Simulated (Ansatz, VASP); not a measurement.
# TePb: VASP beside Ansatz

File INCAR:

```
SYSTEM = TePb
  PREC = Accurate
  ENCUT = 520
  EDIFF = 1E-8
  ISMEAR = -1
  SIGMA = 0.03
  LREAL = .False.
  LASPH = .True.
  NELM = 60
  ALGO = Normal
  ISIF = 2
  LWAVE = .False.
  LCHARG = .False.
  GGA = PS
  LEFG = .True.
  NBANDS = 17
```

KPOINTS

```
regular mesh
0
Gamma
  10 10 10
  0 0 0
```

Contents of POSCAR:

```
TePb
1.0
    0.0000000000      3.2902905780      3.2902905780
    3.2902905780      0.0000000000      3.2902905780
    3.2902905780      3.2902905780      0.0000000000
Te Pb
1 1
Direct
    0.5000000000      0.5000000000      0.5000000000
    0.0000000000      0.0000000000      0.0000000000
```

Input for Ansatz:

```yaml
crystal:
  lattice:
    - [0.0, 3.290290578, 3.290290578]
    - [3.290290578, 0.0, 3.290290578]
    - [3.290290578, 3.290290578, 0.0]
  atoms:
    - { symbol: Te, position: [0.5, 0.5, 0.5] }
    - { symbol: Pb, position: [0.0, 0.0, 0.0] }
kpoints:
  mp_grid: { grid: [10, 10, 10] }
scf:
  occupations: { method: fermi_dirac, width: 0.03 }
hamiltonian:
  xc: pbesol
  pseudopotentials: { kind: all_electron, datasets: crystal }
output:
  forces: true
  stress: true
  eigenvalues: true
  efg: { contact_densities: true }
```

Change from the starting cell: volume scaled by 1.06, crystal datasets.

Alike in both runs: task electric field gradients; functional PBEsol; k mesh 10 × 10 × 10; occupations fermi-dirac, width 0.03 eV; no spin polarisation.

|  | VASP | Ansatz |
| --- | --- | --- |
| version | VASP 6.6.1 | Ansatz 0.2.0 |
| potentials or method | VASP PAW PBE potentials, release 64 (Te, Pb_d), cutoff 520 eV | all-electron PAW with datasets made for the crystal, scalar-relativistic |

```csv
,VASP,Ansatz,Ansatz less VASP
pressure (GPa),-2.5,-2.5,+0.03
```

VASP's potentials were made for PBE, not for PBEsol. Ansatz ran all-electron here, and VASP with PAW potentials.

Spin-orbit coupling is off throughout.
